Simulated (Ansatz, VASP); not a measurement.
# One calculation of TiC, two programs

INCAR

```
SYSTEM = TiC
PREC     = Accurate       ! precision mode
ENCUT    = 520            ! plane-wave cutoff, eV
EDIFF    = 1E-7           ! SCF threshold, eV
ISMEAR   = -1             ! smearing method
SIGMA    = 0.03           ! smearing width, eV
LREAL    = .False.        ! projectors in reciprocal space
LASPH    = .True.         ! aspherical terms in the spheres
NELM     = 100            ! most SCF steps
ALGO     = Normal         ! electronic algorithm
ISIF     = 2              ! what is computed and relaxed
LWAVE    = .False.        ! write WAVECAR
LCHARG   = .False.        ! write CHGCAR
GGA      = PS             ! functional
NBANDS   = 15             ! bands
```

The input KPOINTS:

```
Automatic mesh
0
Gamma
  16 16 16
  0 0 0
```

Contents of POSCAR:

```
TiC
1.0
    0.0649200000      2.1964600000      2.1964600000
    2.1964600000      0.0649200000      2.1964600000
    2.1964600000      2.1964600000      0.0649200000
Ti C
1 1
Direct
    0.0000000000      0.0000000000      0.0000000000
    0.5000000000      0.5000000000      0.5000000000
```

Input for Ansatz:

```yaml
crystal:
  lattice:
    - [0.06492, 2.19646, 2.19646]
    - [2.19646, 0.06492, 2.19646]
    - [2.19646, 2.19646, 0.06492]
  atoms:
    - { symbol: Ti, position: [0.0, 0.0, 0.0] }
    - { symbol: C, position: [0.5, 0.5, 0.5] }
kpoints:
  mp_grid: { grid: [16, 16, 16] }
  band_path:
    path:
      - [0.0, 0.0, 0.0]
      - [0.5, 0.5, 0.5]
      - [0.2428775097, 0.5, 0.7571224903]
      - [-0.2428775097, 0.2428775097, 0.5]
      - [0.0, 0.0, 0.5]
      - [0.0, 0.0, 0.0]
      - [-0.3714387548, 0.0, 0.3714387548]
      - [0.0, 0.3714387548, 0.6285612452]
      - [0.0, 0.5, 0.5]
    npoints: 5
scf:
  occupations: { method: fermi_dirac, width: 0.03 }
hamiltonian:
  xc: pbesol
  pseudopotentials: { kind: all_electron, lapw: { basis_error: 0.001 } }
output:
  forces: true
  stress: true
  eigenvalues: true
```

Change from the starting cell: equal xy, yz and zx shear strains of +3 %.

Alike in both runs: task single point; functional PBEsol; k mesh 16 × 16 × 16; occupations fermi-dirac, width 0.03 eV; no spin polarisation.

```csv
,VASP,Ansatz
version,VASP 6.6.1,Ansatz 0.2.0
potentials or method,"VASP PAW PBE potentials, release 64 (Ti_sv, C), cutoff 520 eV","all-electron LAPW, scalar-relativistic"
```

|  | VASP | Ansatz | Ansatz less VASP |
| --- | --- | --- | --- |
| pressure (GPa) | -5.7 | -6.0 | -0.27 |
| traceless stress, the component that is largest in VASP (GPa) | -5.20 | -5.22 | -0.024 |

VASP's potentials were made for PBE, not for PBEsol. Ansatz ran all-electron here, and VASP with PAW potentials.
